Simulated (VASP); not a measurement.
TiRh: relaxation of shape and atoms at fixed volume with LDA

TiRh:

```xyz
2
Lattice="2.9880 0.0000 0.0000 0.0000 2.9880 0.0000 0.0000 0.0000 3.3500" Properties=species:S:1:pos:R:3 pbc="T T T"
Ti    1.4940    1.4940    1.6750
Rh    0.0000    0.0000    0.0000
```

- Program: VASP 6.6.1
- Task: relaxation of shape and atoms at fixed volume
- Functional: LDA
- Potentials or basis: VASP PAW LDA potentials, release 64 (Ti_sv, Rh_pv)
- Cutoff: 600 eV
- k mesh: 12 × 12 × 11
- Occupations: fermi-dirac, width 0.05 eV
- Spin: no spin polarisation
- Dipole correction: no
- Further INCAR settings: ALGO = Normal; EDIFF = 1e-07; IBRION = 2; EDIFFG = -0.01; NSW = 50; ISIF = 4

- Energy gained by relaxing: 3.4 meV/atom
- Ionic steps: 5
- Pressure after relaxing: -11.8 GPa

Step by step:
```
step  energy change (eV)  largest force (eV/Å)  pressure (GPa)  volume (Å³)
   1              0.0000                0.0000          -11.56        29.91
   2             -0.0022                0.0000          -11.63        29.91
   3             -0.0065                0.0000          -11.77        29.91
   4             -0.0066                0.0000          -11.83        29.91
   5             -0.0067                0.0000          -11.78        29.91
```

Final structure:
```
CELL_PARAMETERS angstrom
2.94747 0.00000 0.00000
0.00000 2.94747 0.00000
0.00000 0.00000 3.44276
ATOMIC_POSITIONS crystal
Ti 0.50000 0.50000 0.50000
Rh 0.00000 0.00000 0.00000
```

Levels at points of the mesh, in eV from the Fermi level:
| k point | band 10 | band 11 | band 12 | band 13 | band 14 | band 15 | band 16 | band 17 |
| --- | --- | --- | --- | --- | --- | --- | --- | --- |
| (0.00, 0.00, 0.00) | -4.94 | -2.34 | -2.34 | -1.46 | 0.18 | 1.32 | 2.60 | 2.73 |
| (0.50, 0.00, 0.00) | -3.07 | -3.03 | -2.24 | -1.55 | -0.83 | -0.31 | 0.74 | 1.49 |
| (0.50, 0.50, 0.00) | -4.18 | -4.18 | -0.20 | 0.92 | 1.78 | 1.78 | 2.23 | 2.92 |

It took 2.6 min on 1 thread of Intel Xeon 6975P-C, with other jobs on the host, peak memory 0.23 GiB.
